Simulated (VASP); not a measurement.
Runs of VASP 6.6.1 on Hf. The structure is that of space group Im-3m (No. 229), or close to it. The cells are those of the table. 

```csv
task,cell,gap on the mesh (eV),pressure (GPa)
single point,"a = 3.105 Å, angles 109.5°, 1 atom",none,-3.5
single point,"a = 3.064 Å, angles 110.3, 110.3, 107.8°, 1 atom",none,0.4
electric field gradients,"a = 3.126 Å, angles 109.5°, 1 atom",none,(b)
electric field gradients,"a = 3.158 Å, angles 110.3, 110.3, 107.9°, 1 atom",none,-7.6
single point,"a = 3.188 Å, angles 109.5°, 1 atom",none,(a)
```

Alike in all rows: level PBE; potentials or basis VASP PAW PBE potentials, release 64 (Hf_pv); no spin polarisation; k mesh 14 × 14 × 14; cutoff (eV) 520; smearing fermi-dirac 0.05 eV.

Estimate the missing entries.

(a) -9.6; (b) -5.3.

Caveats: spin-orbit coupling is left out, which moves the levels of the heavy elements.

A k mesh can miss the band edges, and the runs leave out spin-orbit coupling on Hf.

A gap of «none» marks levels without a gap at the run's occupations.
